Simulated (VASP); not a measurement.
The system is BaTiO3.

```
Ba Ti O
1.0
     2.82737    1.63238    2.31839
    -2.82737    1.63238    2.31839
     0.00000   -3.26476    2.31839
Ba Ti O
1 1 3
Direct
  0.00000 0.00000 0.00000
  0.48450 0.48450 0.48450
  0.50860 0.50860 0.01750
  0.01750 0.50860 0.50860
  0.50860 0.01750 0.50860
```

| Property | Result |
| --- | --- |
| Program | VASP 6.6.1 |
| Task | relaxation of cell and atoms |
| Functional | r2SCAN |
| Potentials or basis | VASP PAW PBE potentials, release 64 (Ba_sv, Ti_sv, O) |
| Cutoff | 600 eV |
| k mesh | 6 × 6 × 6 |
| Occupations | gaussian, width 0.01 eV |
| Spin | no spin polarisation |

At the start: pressure 3.8 GPa; volume 12.84 Å³/atom.

**Question.** Where does the relaxation end?

**Answer.** Over 8 steps the energy falls by 3.4 meV/atom and the volume is 13.14 Å³/atom (+2.3 %); space group R3m (No. 160, to 0.1 Å) before and after.

The path:
```csv
step,energy change (eV),largest force (eV/Å),pressure (GPa),volume (Å³)
1,0.0000,0.2540,3.77,64.20
2,0.0090,0.3094,-4.26,67.05
3,-0.0155,0.0908,0.04,65.44
4,-0.0162,0.0612,0.03,65.50
5,-0.0167,0.0485,0.01,65.61
6,-0.0169,0.0239,0.02,65.64
7,-0.0170,0.0065,0.03,65.67
8,-0.0170,0.0043,-0.03,65.71
```

Final structure:
```
Ba Ti O
1.0
     2.84884    1.64478    2.33713
    -2.84884    1.64478    2.33713
     0.00000   -3.28956    2.33713
Ba Ti O
1 1 3
Direct
  0.99752 0.99752 0.99752
  0.48424 0.48424 0.48424
  0.50933 0.50933 0.01877
  0.01877 0.50933 0.50933
  0.50933 0.01877 0.50933
```

Caveat: the PAW data sets were made with another functional, which shifts forces and pressure a little.
